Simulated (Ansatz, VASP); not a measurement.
# Two plane-wave programs on SnP5

The input INCAR:

```
SYSTEM = SnP5
PREC = Accurate ; ENCUT = 500
EDIFF = 1E-7 ; ISMEAR = 0
SIGMA = 0.1 ; LREAL = .False.
LASPH = .True. ; NELM = 120
ALGO = Normal ; ISIF = 3
LWAVE = .False. ; LCHARG = .False.
GGA = PE ; IBRION = 2
NSW = 100 ; EDIFFG = -0.01
GGA_COMPAT = .False. ; NELMIN = 4
```

KPOINTS

```
Automatic mesh
0
Gamma
  8 8 8
  0 0 0
```

File POSCAR:

```
SnP5
1.0
    5.6449645220      0.0000000000      0.0000000000
    0.0000000000      5.6449645220      0.0000000000
    0.0000000000      0.0000000000      5.1646635574
Sn P
1 5
Direct
    0.0000000000      0.0000000000      0.0000000000
    0.2020744195      0.2020744195      0.5000000000
    0.7979255805      0.7979255805      0.5000000000
    0.7979255805      0.2020744195      0.5000000000
    0.2020744195      0.7979255805      0.5000000000
    0.5000000000      0.5000000000      0.5000000000
```

Input for Ansatz:

```yaml
crystal:
  lattice:
    - [5.644964522, 0.0, 0.0]
    - [0.0, 5.644964522, 0.0]
    - [0.0, 0.0, 5.1646635574]
  atoms:
    - { symbol: Sn, position: [0.0, 0.0, 0.0] }
    - { symbol: P, position: [0.2020744195, 0.2020744195, 0.5] }
    - { symbol: P, position: [0.7979255805, 0.7979255805, 0.5] }
    - { symbol: P, position: [0.7979255805, 0.2020744195, 0.5] }
    - { symbol: P, position: [0.2020744195, 0.7979255805, 0.5] }
    - { symbol: P, position: [0.5, 0.5, 0.5] }
basis:
  ecutwfc: 420
kpoints:
  mp_grid: { grid: [8, 8, 8] }
hamiltonian:
  xc: pbe
scf:
  occupations: { method: gaussian, width: 0.1 }
output:
  forces: true
  stress: true
  eigenvalues: true
relax:
  adjacent_minimum: "off"
  f_tol: 0.01
  max_steps: 80
  cell: { stress_tol: 0.05 }
```

Alike in both runs: task relaxation of cell and atoms; functional PBE; k mesh 8 × 8 × 8; occupations gaussian, width 0.1 eV; no spin polarisation.

```csv
,VASP,Ansatz
version,VASP 6.6.1,Ansatz 0.2.0
potentials or method,"VASP PAW PBE potentials, release 64 (Sn_d, P), cutoff 500 eV","scalar-relativistic, plane waves, PAW"
valence electrons in the cell,39,39
```

|  | VASP | Ansatz | Ansatz less VASP |
| --- | --- | --- | --- |
| gap on the k mesh at the Fermi level, each at its own relaxed structure (eV) | none | none | - |
| relaxed volume (Å³/atom) | 27.22 | 27.23 | +0.014 |
| relaxed length of the cell vector where the two differ most in proportion (Å) | 5.158 | 5.153 | -0.0047 |

A gap of «none» marks a metal or a gap that the smearing closes.
